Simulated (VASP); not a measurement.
C: single point with PBEsol

C:

```xyz
4
Lattice="1.2332 0.7120 8.2826 -1.2332 0.7120 8.2826 0.0000 -1.4240 8.2826" Properties=species:S:1:pos:R:3 pbc="T T T"
C     0.0000    0.0000    2.1661
C     0.0000    0.0000   18.7315
C     0.0000    0.0000    6.1163
C     0.0000    0.0000   22.6818
```

```yaml
Program: VASP 6.6.1
Task: single point
Functional: PBEsol
Potentials_or_basis: VASP PAW PBE potentials, release 64 (C)
Cutoff: 520 eV
k_mesh: 12 × 12 × 12
Occupations: fermi-dirac, width 0.05 eV
Spin: no spin polarisation
```

The pressure is -1.5 GPa, the largest force is 0.005 eV/Å and the band gap on the k mesh is 0.19 eV, direct.

Forces on the atoms (eV/Å):
```
C    0.000  0.000  0.003
C    0.000  0.000 -0.005
C    0.000  0.000  0.005
C    0.000  0.000 -0.003
```

Stress tensor (GPa, compression positive):
```
-2.18  0.00  0.00
 0.00 -2.18  0.00
 0.00  0.00 -0.22
```

Levels at points of the mesh, in eV from the valence-band top:
```
           k point  band 6  band 7  band 8  band 9  band 10  band 11
(0.00, 0.00, 0.00)   -2.91   -2.91   -2.91    3.21     6.86     8.37
(0.50, 0.00, 0.00)   -6.30   -2.43   -2.11    1.51     1.98     7.42
(0.50, 0.50, 0.00)   -6.30   -2.37   -2.17    1.60     1.88     7.39
(0.50, 0.50, 0.50)   -2.91   -2.91   -2.91    4.45     4.77     8.37
```

Run time: 10 min on 1 thread of Intel(R) Xeon(R) Platinum 8559C (Emerald Rapids) (shared host), peak memory 0.57 GiB.

Caveat: the PAW data sets were made with another functional, which shifts forces and pressure a little. A k mesh can miss the band edges.
